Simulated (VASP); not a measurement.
# Ag (Fm-3m) in VASP: single point with PBE

Aim: the single point of Ag with PBE.

Everything below comes from runs of VASP 6.6.1. Logs are shortened: lines on timing, memory, paths and dates and some standing lists are left out, and cuts for length are marked.

### 1 The cell of the first run

The structure is cubic, space group Fm-3m (No. 225). The conventional cell has a = 4.086 Å, b = 4.086 Å, c = 4.086 Å, α = 90.00°, β = 90.00°, γ = 90.00°. Ag (site symmetry m-3m) has 12 Ag at 2.89 Å within 3.8 Å.

### 2 Single point, PBE

INCAR reads:

```
SYSTEM = Ag
  PREC = Accurate
  ENCUT = 520
  EDIFF = 1E-7
  ISMEAR = 0
  SIGMA = 0.15
  LREAL = .FALSE.
  LASPH = .TRUE.
  NELM = 80
  ALGO = Normal
  ISIF = 2
  LWAVE = .FALSE.
  LCHARG = .TRUE.
  GGA = PE
  LELF = .TRUE.
  LVHAR = .TRUE.
  NBANDS = 12
```

KPOINTS reads:

```
Automatic mesh
0
G
  10 10 10
  0 0 0
```

POSCAR reads:

```
Ag
1.0
    0.0000000000      2.0431000000      2.0431000000
    2.0431000000      0.0000000000      2.0431000000
    2.0431000000      2.0431000000      0.0000000000
Ag
1
Direct
    0.0000000000      0.0000000000      0.0000000000
```

Potentials or basis: VASP PAW PBE potentials, release 64 (Ag).

Run with:

```console
$ cat potpaw_PBE.64/Ag/POTCAR > POTCAR
$ mpirun -np 1 vasp_std > vasp.out
```

OUTCAR:

```text
SYSTEM = Ag
   PREC = Accurate
   ENCUT = 520
   EDIFF = 1E-7
   ISMEAR = 0
   LREAL = .FALSE.
   LASPH = .TRUE.
   NELM = 80
   ISIF = 2
   GGA = PE

 ion  position               nearest neighbor table
   1  0.000  0.000  0.000-

  LATTYP: Found a face centered cubic cell.
 ALAT       =     4.0862000000

  Lattice vectors:

 A1 = (   0.0000000000,   2.0431000000,   2.0431000000)
 A2 = (   2.0431000000,   0.0000000000,   2.0431000000)
 A3 = (   2.0431000000,   2.0431000000,   0.0000000000)

Analysis of symmetry for initial positions (statically):
=====================================================================
 Subroutine PRICEL returns:
 Original cell was already a primitive cell.

 Routine SETGRP: Setting up the symmetry group for a
 face centered cubic supercell.

 Subroutine GETGRP returns: Found 48 space group operations
 (whereof 48 operations were pure point group operations)
 out of a pool of 48 trial point group operations.

The static configuration has the point symmetry O_h .

Analysis of symmetry for dynamics (positions and initial velocities):
=====================================================================
 Subroutine PRICEL returns:
 Original cell was already a primitive cell.

 Routine SETGRP: Setting up the symmetry group for a
 face centered cubic supercell.

 Subroutine GETGRP returns: Found 48 space group operations
 (whereof 48 operations were pure point group operations)
 out of a pool of 48 trial point group operations.

The dynamic configuration has the point symmetry O_h .

 Subroutine INISYM returns: Found 48 space group operations
 (whereof 48 operations are pure point group operations),
 and found     1 'primitive' translations

----------------------------------------------------------------------------------------

                                     Primitive cell

  volume of cell :      17.0569

  direct lattice vectors                    reciprocal lattice vectors
     0.000000000  2.043100000  2.043100000    -0.244726151  0.244726151  0.244726151
     2.043100000  0.000000000  2.043100000     0.244726151 -0.244726151  0.244726151
     2.043100000  2.043100000  0.000000000     0.244726151  0.244726151 -0.244726151

  length of vectors
     2.889379729  2.889379729  2.889379729     0.423878128  0.423878128  0.423878128

  position of ions in fractional coordinates (direct lattice)
     0.000000000  0.000000000  0.000000000

[... 75 lines left out ...]
   EDIFF  = 0.1E-06   stopping-criterion for ELM
   LREAL  =      F    real-space projection
   EDIFFG = 0.1E-05   stopping-criterion for IOM
   NSW    =      0    number of steps for IOM
   IBRION =     -1    ionic relax: 0-MD 1-quasi-New 2-CG
   NFREE  =      0    steps in history (QN), initial steepest desc. (CG)
   ISIF   =      2    stress and relaxation
   ISYM   =      2    0-nonsym 1-usesym 2-fastsym
   POTIM  = 0.5000    time-step for ionic-motion
   TEBEG  =    0.0;   TEEND  =   0.0 temperature during run
   PSTRESS=    0.0 pullay stress
   NELECT =      11.0000    total number of electrons
   NUPDOWN=      -1.0000    fix difference up-down
   EMIN   =  10.00;   EMAX   =-10.00  energy-range for DOS
   EFERMI =   0.00;   METHOD = LEGACY
   ISMEAR =     0;   SIGMA  =   0.15  broadening in eV -4-tet -1-fermi 0-gaus
   EFERMI_NEDOS =   21; number of points for ismear=-14 and -15
   IALGO  =     38    algorithm
   IMIX   =      4    mixing-type and parameters
     AMIX     =   0.40;   BMIX     =  1.00
     AMIX_MAG =   1.60;   BMIX_MAG =  1.00
  volume/ion in A,a.u.               =      17.06       115.11
  Fermi-wavevector in a.u.,A,eV,Ry     =   1.414402  2.672832 27.218893  2.000532
  Thomas-Fermi vector in A             =   2.535948
   LORBIT       =      0    0 simple, 1 ext, 2 COOP (PROOUT), +10 PAW based schemes
   GGA     = PE    functional components
   LHFCALC =     F    Hartree Fock is set to
   AEXX    =    0.0000 exact exchange contribution
   IVDW    =     0    specifies the selected vdW correction
   LEPSILON=     F    determine dielectric tensor
   LRPA    =     F    only Hartree local field effects (RPA)
 non-spin polarized calculation
 Gauss-broadening in eV      SIGMA  =   0.15
  energy-cutoff  :      520.00
  volume of cell :       17.06
 maximum number of plane-waves:       474
 NGX is ok and might be reduce to    24
   NGX = 11   NGY = 11   NGZ = 11

 number of electron      10.9999999 magnetization

 Free energy of the ion-electron system (eV)
  ---------------------------------------------------
  ext. energy  EPLUGINS =         0.00000000
  ---------------------------------------------------
  free energy    TOTEN  =        -2.69488016 eV

  energy without entropy =       -2.69151717  energy(sigma->0) =       -2.69319866

 E-fermi :   8.3681     XC(G=0): -12.2068

 val. band max:        8.1526350624   @ k =   0.5000   0.2000   0.1000
 cond. band min:       8.4827506303   @ k =   0.5000   0.3000   0.1000
 fundamental gap:      0.3301155679
 Fermi energy:         8.3681358098

 k-point     1 :       0.0000    0.0000    0.0000
  band No.  band energies     occupation
      1       0.6602      2.00000
      2       3.6239      2.00000
      3       3.6239      2.00000
      4       3.6239      2.00000
      5       4.6577      2.00000
      6       4.6577      2.00000
      7      24.4492      0.00000
      8      28.0253      0.00000
      9      28.0253      0.00000
     10      28.0253      0.00000
     11      32.8291      0.00000
     12      33.9709      0.00000
[... 331 lines left out ...]
 k-point    24 :       0.4000    0.3000    0.0000
  band No.  band energies     occupation
      1       2.3961      2.00000
      2       2.5322      2.00000
      3       4.7301      2.00000
      4       4.8798      2.00000
      5       5.4070      2.00000
      6       7.1977      2.00000
      7      18.9592      0.00000
      8      20.0744      0.00000
      9      20.9757      0.00000
     10      25.4207      0.00000
     11      27.5085      0.00000
     12      36.9702      0.00000

 [... further k-points ...]
[... 5 lines left out ...]
  --------------------------------------------------------------------------------------
  -------------------------------------------------------------------------------------
  Total        0.5097139      0.5097139      0.5097139     -0.0000000      0.0000000     -0.0000000
  in kB       47.8782417     47.8782417     47.8782417     -0.0000000      0.0000000     -0.0000000
  external PRESSURE =      47.8782417 kB  Pullay stress =       0.0000000 kB

 VOLUME and BASIS-vectors are now :
 -----------------------------------------------------------------------------
  energy-cutoff  :      520.00
  volume of cell :       17.06
      direct lattice vectors                 reciprocal lattice vectors
     0.000000000  2.043100000  2.043100000    -0.244726151  0.244726151  0.244726151
     2.043100000  0.000000000  2.043100000     0.244726151 -0.244726151  0.244726151
     2.043100000  2.043100000  0.000000000     0.244726151  0.244726151 -0.244726151

 POSITION                                       TOTAL-FORCE (eV/Angst)
 -----------------------------------------------------------------------------------
      0.00000      0.00000      0.00000        -0.000000     -0.000000      0.000000
 -----------------------------------------------------------------------------------
    total drift:                               -0.000000      0.000000      0.000000

  FREE ENERGIE OF THE ION-ELECTRON SYSTEM (eV)
  ---------------------------------------------------
  free  energy   TOTEN  =        -2.6948801572 eV

  energy  without entropy=       -2.6915171686  energy(sigma->0) =       -2.69319866
```

Wall time 8.2 s (1 thread of Intel Xeon 6975P-C (Granite Rapids), shared host); peak memory 0.14 GiB.

Results:

- Free energy: -2.6949 eV
- Pressure: 4.8 GPa
